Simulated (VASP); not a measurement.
# Au in VASP: further runs

Au is run at these levels: PBE; tasks: single point.

Program: VASP 6.6.1. These are calculated values, not measurements. Logs are shortened: lines on timing, memory, paths and dates and some standing lists are left out, and cuts for length are marked.

## (1) The cell of the first run

It takes space group I4/mmm (No. 139, tetragonal). The conventional cell has a = 3.374 Å, b = 3.374 Å, c = 3.169 Å, α = 90.00°, β = 90.00°, γ = 90.00°. Within 3.8 Å of Au (site symmetry 4/mmm) lie 14 Au at 2.86 to 3.37 Å.

## (2) Single point, PBE (uniaxial strain along c: -4.0 %, then relaxed in part)

INCAR

```
SYSTEM = Au
  PREC = Accurate
  ENCUT = 520
  EDIFF = 1E-6
  ISMEAR = 0
  SIGMA = 0.1
  LREAL = .False.
  LASPH = .True.
  NELM = 100
  ALGO = Normal
  ISIF = 2
  LWAVE = .False.
  LCHARG = .True.
  GGA = PE
  LELF = .True.
  LVHAR = .True.
  NBANDS = 18
```

KPOINTS

```
regular mesh
0
Gamma
  12 12 12
  0 0 0
```

POSCAR

```
Au
1.0
    3.3739327045      0.0000000000      0.0000000000
    0.0000000000      3.3739327045      0.0000000000
    0.0000000000      0.0000000000      3.1692566768
Au
2
Direct
    0.0000000000      0.0000000000      0.0000000000
    0.5000000000      0.5000000000      0.5000000000
```

Potentials or basis: VASP PAW PBE potentials, release 64 (Au).

On the command line:

```sh
cat potpaw_PBE.64/Au/POTCAR > POTCAR
mpirun -np 1 vasp_std > vasp.out
```

OUTCAR:

```text
SYSTEM = Au
   PREC = Accurate
   ENCUT = 520
   EDIFF = 1E-6
   ISMEAR = 0
   LREAL = .False.
   LASPH = .True.
   NELM = 100
   ISIF = 2
   GGA = PE

 ion  position               nearest neighbor table
   1  0.000  0.000  0.000-   2 2.86   2 2.86   2 2.86   2 2.86   2 2.86   2 2.86   2 2.86   2 2.86

   2  0.500  0.500  0.500-   1 2.86   1 2.86   1 2.86   1 2.86   1 2.86   1 2.86   1 2.86   1 2.86

  LATTYP: Found a simple tetragonal cell.
 ALAT       =     3.3739327045
 C/A-ratio  =     0.9393360670

  Lattice vectors:

 A1 = (   3.3739327045,   0.0000000000,   0.0000000000)
 A2 = (   0.0000000000,   3.3739327045,   0.0000000000)
 A3 = (   0.0000000000,   0.0000000000,   3.1692566768)

Analysis of symmetry for initial positions (statically):
=====================================================================
 Subroutine PRICEL returns following result:

  LATTYP: Found a body centered tetragonal cell.
 ALAT       =     3.3739327045
 C/A-ratio  =     0.9393360670

  Lattice vectors:

 A1 = (  -1.6869663523,  -1.6869663523,  -1.5846283384)
 A2 = (   1.6869663523,   1.6869663523,  -1.5846283384)
 A3 = (   1.6869663523,  -1.6869663523,   1.5846283384)

   2 primitive cells build up your supercell.

 Routine SETGRP: Setting up the symmetry group for a
 simple tetragonal supercell.

 Subroutine GETGRP returns: Found 16 space group operations
 (whereof 16 operations were pure point group operations)
 out of a pool of 16 trial point group operations.

The static configuration has the point symmetry D_4h.

Analysis of symmetry for dynamics (positions and initial velocities):
=====================================================================
 Subroutine PRICEL returns following result:

  LATTYP: Found a body centered tetragonal cell.
 ALAT       =     3.3739327045
 C/A-ratio  =     0.9393360670

  Lattice vectors:

 A1 = (  -1.6869663523,  -1.6869663523,  -1.5846283384)
 A2 = (   1.6869663523,   1.6869663523,  -1.5846283384)
 A3 = (   1.6869663523,  -1.6869663523,   1.5846283384)

   2 primitive cells build up your supercell.

 Routine SETGRP: Setting up the symmetry group for a
 simple tetragonal supercell.

 Subroutine GETGRP returns: Found 16 space group operations
 (whereof 16 operations were pure point group operations)
 out of a pool of 16 trial point group operations.

The dynamic configuration has the point symmetry D_4h.

 Subroutine INISYM returns: Found 16 space group operations
 (whereof 16 operations are pure point group operations),
 and found     2 'primitive' translations

----------------------------------------------------------------------------------------

                                     Primitive cell

  volume of cell :      18.0385

  direct lattice vectors                    reciprocal lattice vectors
    -1.686966352 -1.686966352 -1.584628338     0.000000000 -0.296390025 -0.315531401
     1.686966352  1.686966352 -1.584628338     0.296390025  0.000000000 -0.315531401
     1.686966352 -1.686966352  1.584628338     0.296390025 -0.296390025  0.000000000

  length of vectors
     2.864045726  2.864045726  2.864045726     0.432905431  0.432905431  0.419158794

  position of ions in fractional coordinates (direct lattice)
     0.000000000  0.000000000  0.000000000

  ion indices of the primitive-cell ions
   primitive index   ion index
                 1           1

----------------------------------------------------------------------------------------

 KPOINTS: regular mesh

Automatic generation of k-mesh.
 Grid dimensions read from file:
 generate k-points for:   12   12   12

 Generating k-lattice:

  Cartesian coordinates                     Fractional coordinates (reciprocal lattice)
     0.024699169  0.000000000  0.000000000     0.083333333  0.000000000  0.000000000
     0.000000000  0.024699169  0.000000000     0.000000000  0.083333333  0.000000000
     0.000000000  0.000000000  0.026294283     0.000000000  0.000000000  0.083333333

  Length of vectors
     0.024699169  0.024699169  0.026294283

  Shift w.r.t. Gamma in fractional coordinates (k-lattice)
     0.000000000  0.000000000  0.000000000

 Subroutine IBZKPT returns following result:
 ===========================================

 Found    196 irreducible k-points:

 Following reciprocal coordinates:
            Coordinates               Weight
  0.000000  0.000000  0.000000      1.000000
  0.083333  0.000000  0.000000      4.000000
  0.166667  0.000000  0.000000      4.000000
  0.250000  0.000000  0.000000      4.000000
  0.333333  0.000000  0.000000      4.000000
  0.416667  0.000000  0.000000      4.000000
[... 16 lines left out ...]
  0.333333  0.333333  0.000000      4.000000
  0.416667  0.333333  0.000000      8.000000
 [... further k-points ...]
   k-points           NKPTS =    196   k-points in BZ     NKDIM =    196   number of bands    NBANDS=     18
   number of dos      NEDOS =    301   number of ions     NIONS =      2
   total plane-waves  NPLWV =  18816
   dimension x,y,z NGX =    28 NGY =   28 NGZ =   24
   dimension x,y,z NGXF=    56 NGYF=   56 NGZF=   48
   ions per type =               2
   NGX,Y,Z   is equivalent  to a cutoff of  13.80, 13.80, 12.59 a.u.
   NGXF,Y,Z  is equivalent  to a cutoff of  27.59, 27.59, 25.18 a.u.
 SYSTEM =  Au
   PREC   = accura    normal or accurate (medium, high low for compatibility)
   ISTART =      0    job   : 0-new  1-cont  2-samecut
   ICHARG =      2    charge: 1-file 2-atom 10-const
   ISPIN  =      1    spin polarized calculation?
   LNONCOLLINEAR =      F non collinear calculations
   LSORBIT =      F    spin-orbit coupling
   LASPH  =      T    aspherical Exc in radial PAW
   ENCUT  =  520.0 eV  38.22 Ry    6.18 a.u.   6.27  6.27  5.89*2*pi/ulx,y,z
   NELM   =    100;   NELMIN=  2; NELMDL= -5     # of ELM steps
   EDIFF  = 0.1E-05   stopping-criterion for ELM
   LREAL  =      F    real-space projection
   EDIFFG = 0.1E-04   stopping-criterion for IOM
   NSW    =      0    number of steps for IOM
   IBRION =     -1    ionic relax: 0-MD 1-quasi-New 2-CG
   NFREE  =      0    steps in history (QN), initial steepest desc. (CG)
   ISIF   =      2    stress and relaxation
   ISYM   =      2    0-nonsym 1-usesym 2-fastsym
   POTIM  = 0.5000    time-step for ionic-motion
   TEBEG  =    0.0;   TEEND  =   0.0 temperature during run
   PSTRESS=    0.0 pullay stress
   NELECT =      22.0000    total number of electrons
   NUPDOWN=      -1.0000    fix difference up-down
   EMIN   =  10.00;   EMAX   =-10.00  energy-range for DOS
   EFERMI =   0.00;   METHOD = LEGACY
   ISMEAR =     0;   SIGMA  =   0.10  broadening in eV -4-tet -1-fermi 0-gaus
   EFERMI_NEDOS =   21; number of points for ismear=-14 and -15
   IALGO  =     38    algorithm
   IMIX   =      4    mixing-type and parameters
     AMIX     =   0.40;   BMIX     =  1.00
     AMIX_MAG =   1.60;   BMIX_MAG =  1.00
  volume/ion in A,a.u.               =      18.04       121.73
  Fermi-wavevector in a.u.,A,eV,Ry     =   1.388265  2.623440 26.222224  1.927279
  Thomas-Fermi vector in A             =   2.512407
   LORBIT       =      0    0 simple, 1 ext, 2 COOP (PROOUT), +10 PAW based schemes
   GGA     = PE    functional components
   LHFCALC =     F    Hartree Fock is set to
   AEXX    =    0.0000 exact exchange contribution
   IVDW    =     0    specifies the selected vdW correction
   LEPSILON=     F    determine dielectric tensor
   LRPA    =     F    only Hartree local field effects (RPA)
 non-spin polarized calculation
 Gauss-broadening in eV      SIGMA  =   0.10
  energy-cutoff  :      520.00
  volume of cell :       36.08
 maximum number of plane-waves:       996
 NGX is ok and might be reduce to    28
   NGX = 13   NGY = 13   NGZ = 11

 number of electron      22.0000007 magnetization

 Free energy of the ion-electron system (eV)
  ---------------------------------------------------
  ext. energy  EPLUGINS =         0.00000000
  ---------------------------------------------------
  free energy    TOTEN  =        -6.40399629 eV

  energy without entropy =       -6.40051600  energy(sigma->0) =       -6.40225615

 E-fermi :   8.6228     XC(G=0): -12.3797

 val. band max:        8.6026315776   @ k =   0.3333   0.0000   0.0833
 cond. band min:       8.6281179261   @ k =   0.4167   0.2500   0.0833
 fundamental gap:      0.0254863485
 Fermi energy:         8.6228030029

 k-point     1 :       0.0000    0.0000    0.0000
  band No.  band energies     occupation
      1      -0.7046      2.00000
      2       2.2137      2.00000
      3       2.2166      2.00000
      4       3.7485      2.00000
      5       4.1395      2.00000
      6       4.1395      2.00000
[... 10 lines left out ...]
     17      24.6816      0.00000
     18      24.6816      0.00000

 k-point     2 :       0.0833    0.0000    0.0000
  band No.  band energies     occupation
      1      -0.5876      2.00000
      2       2.2640      2.00000
      3       2.2797      2.00000
      4       3.7607      2.00000
      5       4.1489      2.00000
      6       4.1783      2.00000
[... 10 lines left out ...]
     17      24.5883      0.00000
     18      24.7356      0.00000

 k-point     3 :       0.1667    0.0000    0.0000
  band No.  band energies     occupation
      1      -0.2425      2.00000
      2       2.4040      2.00000
      3       2.4626      2.00000
      4       3.8014      2.00000
      5       4.1813      2.00000
      6       4.2930      2.00000
[... 10 lines left out ...]
     17      24.3427      0.00000
     18      24.7633      0.00000

 k-point     4 :       0.2500    0.0000    0.0000
  band No.  band energies     occupation
      1       0.3108      2.00000
      2       2.6239      2.00000
      3       2.7183      2.00000
      4       3.8820      2.00000
      5       4.2477      2.00000
      6       4.4783      2.00000
[... 10 lines left out ...]
     17      24.3636      0.00000
     18      25.0025      0.00000

 k-point     5 :       0.3333    0.0000    0.0000
  band No.  band energies     occupation
      1       1.0299      2.00000
      2       2.8586      2.00000
      3       3.0024      2.00000
      4       4.0179      2.00000
      5       4.3632      2.00000
      6       4.6266      2.00000
[... 10 lines left out ...]
     17      24.2228      0.00000
     18      24.2580      0.00000

 k-point     6 :       0.4167    0.0000    0.0000
  band No.  band energies     occupation
      1       1.8265      2.00000
      2       2.8853      2.00000
      3       3.3570      2.00000
      4       4.2048      2.00000
      5       4.2246      2.00000
      6       4.5421      2.00000
[... 10 lines left out ...]
     17      22.8023      0.00000
     18      24.1738      0.00000

 k-point     7 :       0.5000    0.0000    0.0000
  band No.  band energies     occupation
      1       2.5233      2.00000
      2       2.5233      2.00000
      3       3.7702      2.00000
      4       3.7702      2.00000
      5       4.5134      2.00000
      6       4.5134      2.00000
[... 10 lines left out ...]
     17      22.7725      0.00000
     18      22.7725      0.00000

 k-point     8 :       0.0833    0.0833    0.0000
  band No.  band energies     occupation
      1      -0.4729      2.00000
      2       2.3111      2.00000
      3       2.3445      2.00000
      4       3.7712      2.00000
      5       4.0778      2.00000
      6       4.2973      2.00000
[... 10 lines left out ...]
     17      24.4513      0.00000
     18      24.7363      0.00000
[... 229 lines left out ...]
     17      23.6944      0.00000
     18      25.8781      0.00000

 k-point    20 :       0.3333    0.2500    0.0000
  band No.  band energies     occupation
      1       1.4491      2.00000
      2       2.5881      2.00000
      3       3.6300      2.00000
      4       3.7477      2.00000
      5       4.3226      2.00000
      6       4.3445      2.00000
[... 10 lines left out ...]
     17      23.1401      0.00000
     18      25.9535      0.00000

 k-point    21 :       0.4167    0.2500    0.0000
  band No.  band energies     occupation
      1       1.8290      2.00000
      2       2.4093      2.00000
      3       3.6555      2.00000
      4       4.0044      2.00000
      5       4.0935      2.00000
      6       4.5075      2.00000
[... 10 lines left out ...]
     17      22.7368      0.00000
     18      24.4184      0.00000

 k-point    22 :       0.5000    0.2500    0.0000
  band No.  band energies     occupation
      1       2.1496      2.00000
      2       2.1496      2.00000
      3       3.7800      2.00000
      4       3.7800      2.00000
      5       4.3651      2.00000
      6       4.3651      2.00000
[... 10 lines left out ...]
     17      22.9411      0.00000
     18      22.9411      0.00000

 k-point    23 :       0.3333    0.3333    0.0000
  band No.  band energies     occupation
      1       1.6233      2.00000
      2       2.3736      2.00000
      3       3.4909      2.00000
      4       3.9594      2.00000
      5       4.2134      2.00000
      6       4.8571      2.00000
[... 10 lines left out ...]
     17      22.5705      0.00000
     18      25.1965      0.00000

 k-point    24 :       0.4167    0.3333    0.0000
  band No.  band energies     occupation
      1       1.7793      2.00000
      2       2.1490      2.00000
      3       3.4501      2.00000
      4       3.6859      2.00000
      5       4.6366      2.00000
      6       5.0428      2.00000
[... 10 lines left out ...]
     17      22.1817      0.00000
     18      24.1237      0.00000

 [... further k-points ...]

------------------------ aborting loop because EDIFF is reached ----------------------------------------

  FORCE on cell =-STRESS in cart. coord.  units (eV):
  Direction    XX          YY          ZZ          XY          YZ          ZX
  --------------------------------------------------------------------------------------
  -------------------------------------------------------------------------------------
  Total       -0.0519593     -0.0519593     -0.1161038      0.0000000      0.0000000     -0.0000000
  in kB       -2.3075111     -2.3075111     -5.1561646      0.0000000      0.0000000     -0.0000000
  external PRESSURE =      -3.2570623 kB  Pullay stress =       0.0000000 kB

 VOLUME and BASIS-vectors are now :
 -----------------------------------------------------------------------------
  energy-cutoff  :      520.00
  volume of cell :       36.08
      direct lattice vectors                 reciprocal lattice vectors
     3.373932705  0.000000000  0.000000000     0.296390025  0.000000000  0.000000000
     0.000000000  3.373932705  0.000000000     0.000000000  0.296390025  0.000000000
     0.000000000  0.000000000  3.169256677     0.000000000  0.000000000  0.315531401

 POSITION                                       TOTAL-FORCE (eV/Angst)
 -----------------------------------------------------------------------------------
      0.00000      0.00000      0.00000         0.000000     -0.000000      0.000000
      1.68697      1.68697      1.58463        -0.000000      0.000000     -0.000000
 -----------------------------------------------------------------------------------
    total drift:                                0.000000      0.000000      0.000000

  FREE ENERGIE OF THE ION-ELECTRON SYSTEM (eV)
  ---------------------------------------------------
  free  energy   TOTEN  =        -6.4039962948 eV

  energy  without entropy=       -6.4005160043  energy(sigma->0) =       -6.40225615
```

Wall time 33 s (1 thread of AMD EPYC 9R45 (Zen 5), shared host); peak memory 0.2 GiB.

Results:

```yaml
Free_energy: -6.4040 eV
Pressure: -0.3 GPa
Band_gap_on_the_k_mesh: zero (band 11 reaches 11.52 eV, above the bottom of band 12 at 6.44 eV)
```

Stress tensor (GPa, compression positive):
```
-0.23  0.00  0.00
 0.00 -0.23  0.00
 0.00  0.00 -0.52
```

Levels at points of the mesh, in eV from the Fermi level:
```tsv
k point	band 8	band 9	band 10	band 11	band 12	band 13	band 14	band 15
(0.00, 0.00, 0.00)	-2.67	-1.86	-1.86	-1.74	5.62	5.62	7.41	8.86
(0.50, 0.00, 0.00)	-3.83	-3.27	-3.27	-2.19	-2.19	12.35	12.35	12.53
(0.50, 0.50, 0.00)	-2.83	-1.53	-1.53	-0.68	-0.68	2.86	2.86	12.91
(0.00, 0.00, 0.50)	-4.18	-3.42	-3.42	-1.46	-1.46	11.71	11.71	13.19
(0.50, 0.00, 0.50)	-2.48	-1.47	-1.47	-0.32	-0.32	3.37	3.37	12.01
(0.50, 0.50, 0.50)	-2.76	-2.54	-2.54	2.73	2.73	6.55	6.55	7.11
```

Caveat: the cell differs from its parent crystal (uniaxial strain along c: -4.0 %, then relaxed in part); spin-orbit coupling is left out, which moves the levels of the heavy elements.

(Continued in part 2 of 2.)
